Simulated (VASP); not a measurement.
A run of VASP 6.6.1 is set up as follows.

File POSCAR:

```
Cu
1.0
    0.0000000000      1.8388843179      1.8388843179
    1.8388843179      0.0000000000      1.8388843179
    1.8388843179      1.8388843179      0.0000000000
Cu
1
Direct
    0.0000000000      0.0000000000      0.0000000000
```

The input INCAR.step1:

```
SYSTEM = Cu
  PREC = Accurate
  ENCUT = 610
  EDIFF = 1E-5
  ISMEAR = -1
  SIGMA = 0.1
  LREAL = .False.
  LASPH = .True.
  NELM = 120
  ALGO = Normal
  ISIF = 2
  LWAVE = .True.
  LCHARG = .False.
  GGA = PE
  NBANDS = 16
  GGA_COMPAT = .False.
```

INCAR.step2

```
SYSTEM = Cu
  PREC = Accurate
  ENCUT = 610
  EDIFF = 1E-6
  ISMEAR = -1
  SIGMA = 0.1
  LREAL = .False.
  LASPH = .True.
  NELM = 120
  ALGO = Normal
  ISIF = 2
  LWAVE = .False.
  LCHARG = .False.
  GGA = PE
  LHFCALC = .True.
  HFSCREEN = 0.2079
  PRECFOCK = Normal
  ISTART = 1
  NBANDS = 16
  GGA_COMPAT = .False.
```

Contents of KPOINTS:

```
Automatic mesh
0
Gamma
  6 6 6
  0 0 0
```

Potentials or basis: VASP PAW PBE potentials, release 64 (Cu_sv_GW).

Launch:

```sh
$ cat potpaw_PBE.64/Cu_sv_GW/POTCAR > POTCAR
$ cp INCAR.step1 INCAR
$ mpirun -np 1 vasp_std > vasp.out
$ cp INCAR.step2 INCAR
$ mpirun -np 1 vasp_std > vasp.out
```

What does it give for the pressure?

-8.5 GPa.

Estimate the band gap on the k mesh.

zero (an odd number of electrons rules out a gap without spin polarisation).

Caveat: the k points lie up to 0.49 Å⁻¹ apart, too coarse for converged energies and pressures of a metal; the PAW data sets were made with another functional, which shifts forces and pressure a little.
